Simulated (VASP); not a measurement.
# Sb (R-3m) in VASP: a series of runs, part 2 of 2

VASP 6.6.1. Earlier steps stand in the parts before.

### 3 Electric field gradients, PBE (z stretched by +4 % at fixed volume)

Contents of INCAR:

```
  ALGO = Normal
  EDIFF = 1E-8
  ENCUT = 520
  GGA = PE
  ISIF = 2
  ISMEAR = -1
  LASPH = T
  LCHARG = F
  LEFG = T
  LREAL = F
  LWAVE = F
  NBANDS = 12
  NELM = 80
  PREC = Accurate
  SIGMA = 0.05
```

Contents of KPOINTS:

```
k-points
0
Gamma
  9 9 9
```

Contents of POSCAR:

```
Sb
1.0
    2.1088371267      1.2175376828      3.8937600000
   -2.1088371267      1.2175376828      3.8937600000
    0.0000000000     -2.4350753655      3.8937600000
Sb
2
Direct
    0.2336400000      0.2336400000      0.2336400000
    0.7663600000      0.7663600000      0.7663600000
```

Potentials or basis: VASP PAW PBE potentials, release 64 (Sb).

The run is started by

```console
> cat potpaw_PBE.64/Sb/POTCAR > POTCAR
> mpirun -np 1 vasp_std > vasp.out
```

OUTCAR:

```text
EDIFF = 1E-8
   ENCUT = 520
   GGA = PE
   ISIF = 2
   ISMEAR = -1
   LASPH = T
   LREAL = F
   NELM = 80
   PREC = Accurate

 ion  position               nearest neighbor table
   1  0.234  0.234  0.234-   2 2.89   2 2.89   2 2.89   2 3.37   2 3.37   2 3.37
   2  0.766  0.766  0.766-   1 2.89   1 2.89   1 2.89   1 3.37   1 3.37   1 3.37

  LATTYP: Found a trigonal (rhomboedric) cell.
 ALAT       =     4.5924894092
 COS(alpha) =     0.5782843224

  Lattice vectors:

 A1 = (   2.1088371267,   1.2175376828,   3.8937600000)
 A2 = (  -2.1088371267,   1.2175376828,   3.8937600000)
 A3 = (   0.0000000000,  -2.4350753655,   3.8937600000)

Analysis of symmetry for initial positions (statically):
=====================================================================
 Subroutine PRICEL returns:
 Original cell was already a primitive cell.

 Routine SETGRP: Setting up the symmetry group for a
 trigonal (rhombohedral) supercell.

 Subroutine GETGRP returns: Found 12 space group operations
 (whereof 12 operations were pure point group operations)
 out of a pool of 12 trial point group operations.

The static configuration has the point symmetry D_3d.

Analysis of symmetry for dynamics (positions and initial velocities):
=====================================================================
 Subroutine PRICEL returns:
 Original cell was already a primitive cell.

 Routine SETGRP: Setting up the symmetry group for a
 trigonal (rhombohedral) supercell.

 Subroutine GETGRP returns: Found 12 space group operations
 (whereof 12 operations were pure point group operations)
 out of a pool of 12 trial point group operations.

The dynamic configuration has the point symmetry D_3d.

[... 503 lines left out ...]
      4       3.5154      2.00000
      5       3.9455      2.00000
      6       8.9681      0.00000
      7      12.1150      0.00000
      8      12.8311      0.00000
      9      13.5885      0.00000
     10      15.8939      0.00000
     11      17.1398      0.00000
     12      17.8096      0.00000

 [... further k-points ...]

------------------------ aborting loop because EDIFF is reached ----------------------------------------

  FORCE on cell =-STRESS in cart. coord.  units (eV):
  Direction    XX          YY          ZZ          XY          YZ          ZX
  --------------------------------------------------------------------------------------
  -------------------------------------------------------------------------------------
  Total        1.5979119      1.5979119      0.7680085     -0.0000000      0.0000000      0.0000000
  in kB       42.6793252     42.6793252     20.5130724     -0.0000000      0.0000000      0.0000000
  external PRESSURE =      35.2905743 kB  Pullay stress =       0.0000000 kB

 VOLUME and BASIS-vectors are now :
 -----------------------------------------------------------------------------
  energy-cutoff  :      520.00
  volume of cell :       59.99
      direct lattice vectors                 reciprocal lattice vectors
     2.108837127  1.217537683  3.893760000     0.237097495  0.136888303  0.085607057
    -2.108837127  1.217537683  3.893760000    -0.237097495  0.136888303  0.085607057
     0.000000000 -2.435075365  3.893760000     0.000000000 -0.273776605  0.085607057

 POSITION                                       TOTAL-FORCE (eV/Angst)
 -----------------------------------------------------------------------------------
      0.00000      0.00000      2.72921         0.000000      0.000000      0.211702
      0.00000      0.00000      8.95207         0.000000     -0.000000     -0.211702
 -----------------------------------------------------------------------------------
    total drift:                                0.000000     -0.000000      0.000000

  FREE ENERGIE OF THE ION-ELECTRON SYSTEM (eV)
  ---------------------------------------------------
  free  energy   TOTEN  =        -8.2269985057 eV

  energy  without entropy=       -8.2236827425  energy(sigma->0) =       -8.22534062

 Electric field gradients (V/A^2)
---------------------------------------------------------------------
 ion       V_xx      V_yy      V_zz      V_xy      V_xz      V_yz
---------------------------------------------------------------------
   1      11.383    11.383   -22.766     0.000     0.000    -0.000
   2      11.383    11.383   -22.766     0.000     0.000    -0.000
---------------------------------------------------------------------

 Electric field gradients after diagonalization (V/A^2)
 (convention: |V_zz| > |V_xx| > |V_yy|)
----------------------------------------------------------------------
 ion       V_xx      V_yy      V_zz     asymmetry (V_yy - V_xx)/ V_zz
----------------------------------------------------------------------
   1      11.383    11.383   -22.766       0.000
   2      11.383    11.383   -22.766       0.000
----------------------------------------------------------------------

           NMR quadrupolar parameters

 Cq : quadrupolar parameter    Cq=e*Q*V_zz/h
 eta: asymmetry parameters     (V_yy - V_xx)/ V_zz
 Q  : nuclear electric quadrupole moment in mb (millibarn)
----------------------------------------------------------------------
 ion       Cq(MHz)       eta       Q (mb)
----------------------------------------------------------------------
   1      -0.055       0.000       1.000
   2      -0.055       0.000       1.000
----------------------------------------------------------------------
```

OSZICAR:

```text
N       E                     dE             d eps       ncg     rms          rms(c)
DAV:   1     0.353567634535E+02    0.35357E+02   -0.35864E+03  2040   0.656E+02
DAV:   2    -0.629420765811E+01   -0.41651E+02   -0.40387E+02  2760   0.107E+02
DAV:   3    -0.821302237676E+01   -0.19188E+01   -0.18946E+01  2520   0.256E+01
DAV:   4    -0.822995616227E+01   -0.16934E-01   -0.16929E-01  2364   0.286E+00
DAV:   5    -0.823016016462E+01   -0.20400E-03   -0.20400E-03  2500   0.346E-01    0.307E+00
DAV:   6    -0.822789225057E+01    0.22679E-02   -0.25810E-03  2360   0.336E-01    0.186E+00
DAV:   7    -0.822684179399E+01    0.10505E-02   -0.64263E-03  2380   0.518E-01    0.733E-02
DAV:   8    -0.822696930702E+01   -0.12751E-03   -0.16741E-04  2480   0.810E-02    0.217E-02
DAV:   9    -0.822699687819E+01   -0.27571E-04   -0.34113E-05  2400   0.347E-02    0.491E-03
DAV:  10    -0.822699809454E+01   -0.12164E-05   -0.22011E-06  2396   0.857E-03    0.113E-03
DAV:  11    -0.822699839331E+01   -0.29876E-06   -0.26146E-07  2440   0.294E-03    0.701E-04
DAV:  12    -0.822699848792E+01   -0.94617E-07   -0.30901E-08  2444   0.927E-04    0.226E-04
DAV:  13    -0.822699849933E+01   -0.11403E-07   -0.62611E-09  1728   0.510E-04    0.109E-04
DAV:  14    -0.822699850565E+01   -0.63242E-08   -0.52939E-10  1252   0.161E-04
   1 F= -.82269985E+01 E0= -.82253406E+01  d E =-.331576E-02
```

stdout:

```text
POSCAR found type information on POSCAR Sb
 POSCAR found :  1 types and       2 ions
 scaLAPACK will be used
 LDA part: xc-table for (Slater+PW92), standard interpolation
 POSCAR, INCAR and KPOINTS ok, starting setup
 FFT: planning ... GRIDC
 FFT: planning ... GRID_SOFT
 FFT: planning ... GRID
 WAVECAR not read
 entering main loop
ion   1

ion   2
```

It took 43 s on 1 thread of Intel Xeon Platinum 8488C (Sapphire Rapids), shared host; peak memory 0.22 GiB.

What came out:

* Free energy: -8.2270 eV
* Pressure: 3.5 GPa
* Largest force: 0.212 eV/Å
* Band gap on the k mesh: zero (bands 5 and 6 overlap by 0.19 eV)
* Largest electric field gradient by atom: Sb -22.8 V/Å²

Forces in eV/Å, atoms in the order of the input:
```
Sb   0.000  0.000  0.212
Sb   0.000  0.000 -0.212
```

Electric field gradients, principal values (V/Å²):
```
atom   least  middle  greatest (by size)
1 Sb  11.383  11.383             -22.766
2 Sb  11.383  11.383             -22.766
```

Caveat: the cell stands under pressure; without QUAD_EFG the Cq values of the log hold for a quadrupole moment of 1 mb, not for the nuclei; spin-orbit coupling is left out, which moves the levels of the heavy elements.
